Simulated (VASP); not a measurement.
# BP: single point with PBEsol

The system is BP.

```
B P
1.0
     0.00000    2.26005    2.26005
     2.26005    0.00000    2.26005
     2.26005    2.26005    0.00000
B P
1 1
Cartesian
  0.0000 0.0000 0.0000
  3.3901 3.3901 3.3901
```

- Program: VASP 6.6.1
- Task: single point
- Functional: PBEsol
- Potentials or basis: VASP PAW PBE potentials, release 64 (B, P)
- Cutoff: 500 eV
- k mesh: 12 × 12 × 12
- Occupations: gaussian, width 0.05 eV
- Spin: collinear spin, zero start
- Starting moments: [0.0, 0.0] μB
- Dipole correction: no
- Further INCAR settings: ALGO = Normal; EDIFF = 1e-06; NBANDS = 15

```json
{"Pressure": "0.1 GPa", "Band gap on the k mesh": "1.11 eV (least direct gap 3.37 eV)", "Net moment": "0.00 μB per cell", "Valence electrons inside the program's atomic spheres": "B 1.95; P 2.57"}
```

Levels at points of the mesh, in eV from the valence-band top:
Spin up:
| k point | band 2 | band 3 | band 4 | band 5 | band 6 | band 7 |
| --- | --- | --- | --- | --- | --- | --- |
| (0.00, 0.00, 0.00) | 0.00 | 0.00 | 0.00 | 3.37 | 3.37 | 3.37 |
| (0.50, 0.00, 0.00) | -9.18 | -1.78 | -1.78 | 3.80 | 4.66 | 4.66 |
| (0.50, 0.50, 0.00) | -8.66 | -4.19 | -4.19 | 1.20 | 1.51 | 12.21 |
Spin down:
```tsv
k point	band 1	band 2	band 3	band 4	band 5	band 6	band 7	band 8
(0.00, 0.00, 0.00)	-15.60	0.00	0.00	0.00	3.37	3.37	3.37	7.52
(0.50, 0.00, 0.00)	-12.21	-9.18	-1.78	-1.78	3.80	4.66	4.66	9.97
(0.50, 0.50, 0.00)	-10.67	-8.66	-4.19	-4.19	1.20	1.51	12.21	12.21
```

It took 18 s on 1 thread of Intel Xeon 8259CL, with other jobs on the host, peak memory 0.16 GiB.

Caveat: the PAW data sets were made with another functional, which shifts forces and pressure a little. As with any semilocal functional, this PBEsol gap is likely too small.
